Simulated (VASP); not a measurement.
Set up this calculation in VASP 6.6.1, as the native input.

| Item | Value |
| --- | --- |
| Task | single point |
| Functional | PBE |
| Potentials or basis | VASP PAW PBE potentials, release 64 (V_sv) |
| Cutoff | 520 eV |
| k mesh | 10 × 10 × 10 |
| Occupations | fermi-dirac, width 0.1 eV |
| Spin | collinear spin, ferromagnetic start |
| Starting moments | [1.5] μB |
| Dipole correction | no |
| Further INCAR settings | ALGO = Normal; EDIFF = 1e-07; NBANDS = 16 |

The structure of V lies in POSCAR:

```
V
1.0
    2.3227023126      0.0000000000      0.0000000000
    0.0000000000      2.3227023126      0.0000000000
    0.0000000000      0.0000000000      2.3227023126
V
1
Direct
    0.0000000000      0.0000000000      0.0000000000
```

This isn't the form of V at room conditions, which is bcc.

The input as run:

INCAR

```
ALGO = Normal
EDIFF = 1E-7
ENCUT = 520
GGA = PE
ISIF = 2
ISMEAR = -1
ISPIN = 2
LASPH = True
LCHARG = True
LELF = True
LMAXMIX = 4
LORBIT = 11
LREAL = False
LVHAR = True
LWAVE = False
MAGMOM = 1.5
NBANDS = 16
NELM = 150
PREC = Accurate
SIGMA = 0.1
```

KPOINTS

```
k-points
0
Gamma
  10 10 10
```

Potentials or basis: VASP PAW PBE potentials, release 64 (V_sv).

Command:

```bash
$ cat potpaw_PBE.64/V_sv/POTCAR > POTCAR
$ mpirun -np 1 vasp_std > vasp.out
```

It gave:

```yaml
Pressure: 30.8 GPa
Net_moment: 0.00 μB per cell
Valence_electrons_inside_the_program's_atomic_spheres: V 12.01
```

Caveat: the cell stands under pressure.

Run time: 27 s on 1 thread of Intel Xeon 8259CL (shared host), peak memory 0.13 GiB.
